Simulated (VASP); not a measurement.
Wanted: the native input for a VASP 6.6.1 run.

| Quantity | Value |
| --- | --- |
| Task | single point |
| Functional | PBE |
| Potentials or basis | VASP PAW PBE potentials, release 64 (K_sv, I) |
| Cutoff | 500 eV |
| k mesh | 6 × 6 × 6 |
| Occupations | gaussian, width 0.01 eV |
| Spin | no spin polarisation |
| Dipole correction | no |
| Further INCAR settings | ALGO = Normal; EDIFF = 1e-06; NBANDS = 15 |

The structure of KI lies in POSCAR:

```
KI
1.0
    0.0000000000      3.5792642128      3.5792642128
    3.5792642128      0.0000000000      3.5792642128
    3.5792642128      3.5792642128      0.0000000000
K I
1 1
Direct
    0.0000000000      0.0000000000      0.0000000000
    0.5000000000      0.5000000000      0.5000000000
```

The input as run:

INCAR

```
SYSTEM = KI
  ALGO = Normal
  EDIFF = 1E-6
  ENCUT = 500
  GGA = PE
  GGA_COMPAT = .FALSE.
  ISIF = 2
  ISMEAR = 0
  LASPH = .TRUE.
  LCHARG = .FALSE.
  LREAL = .FALSE.
  LWAVE = .FALSE.
  NBANDS = 15
  NELM = 120
  PREC = Accurate
  SIGMA = 0.01
```

KPOINTS

```
k-points
0
G
  6 6 6
  0 0 0
```

Potentials or basis: VASP PAW PBE potentials, release 64 (K_sv, I).

Launch:

```bash
$ cat potpaw_PBE.64/K_sv/POTCAR potpaw_PBE.64/I/POTCAR > POTCAR
$ mpirun -np 1 vasp_std > vasp.out
```

Results of the run:

- Pressure: 0.1 GPa
- Band gap on the k mesh: 3.87 eV

Caveat: spin-orbit coupling is left out, which moves the levels of the heavy elements.

It took 14 s on 1 thread of Intel(R) Xeon(R) 6975P-C (Granite Rapids) (shared host), peak memory 0.24 GiB.
